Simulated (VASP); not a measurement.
Set up this calculation in VASP 6.6.1, as the native input.

```
Task                   : electric field gradients
Functional             : PBE
Potentials or basis    : VASP PAW PBE potentials, release 64 (Sn_d)
Cutoff                 : 520 eV
k mesh                 : 16 × 16 × 16
Occupations            : fermi-dirac, width 0.05 eV
Spin                   : no spin polarisation
Dipole correction      : no
Further INCAR settings : ALGO = Normal; EDIFF = 1e-08; NBANDS = 13
```

The structure of Sn lies in POSCAR:

```
Sn
1.0
   -2.0492817020      2.0492817020      1.6772042273
    2.0492817020     -2.0492817020      1.6772042273
    2.0492817020      2.0492817020     -1.6772042273
Sn
1
Direct
    0.0000000000      0.0000000000      0.0000000000
```

This cell differs from its parent crystal: volume scaled by 1.03.

One way to write it, as run:

INCAR

```
SYSTEM = Sn
PREC = Accurate ; ENCUT = 520
EDIFF = 1E-8 ; ISMEAR = -1
SIGMA = 0.05 ; LREAL = .False.
LASPH = .True. ; NELM = 100
ALGO = Normal ; ISIF = 2
LWAVE = .False. ; LCHARG = .False.
GGA = PE ; LEFG = .True.
NBANDS = 13
```

KPOINTS

```
regular mesh
0
Gamma
  16 16 16
  0 0 0
```

Potentials or basis: VASP PAW PBE potentials, release 64 (Sn_d).

The run is started by

```sh
$ cat potpaw_PBE.64/Sn_d/POTCAR > POTCAR
$ mpirun -np 1 vasp_std > vasp.out
```

Results of the run:

```yaml
Pressure: -0.5 GPa
Band_gap_on_the_k_mesh: zero (band 7 reaches 14.20 eV, above the bottom of band 8 at 5.57 eV)
```

Caveat: without QUAD_EFG the Cq values of the log hold for a quadrupole moment of 1 mb, not for the nuclei; spin-orbit coupling is left out, which moves the levels of the heavy elements.

Run time: 81 s on 1 thread of Intel(R) Xeon(R) Platinum 8488C (Sapphire Rapids), with other jobs on the host, peak memory 0.25 GiB.
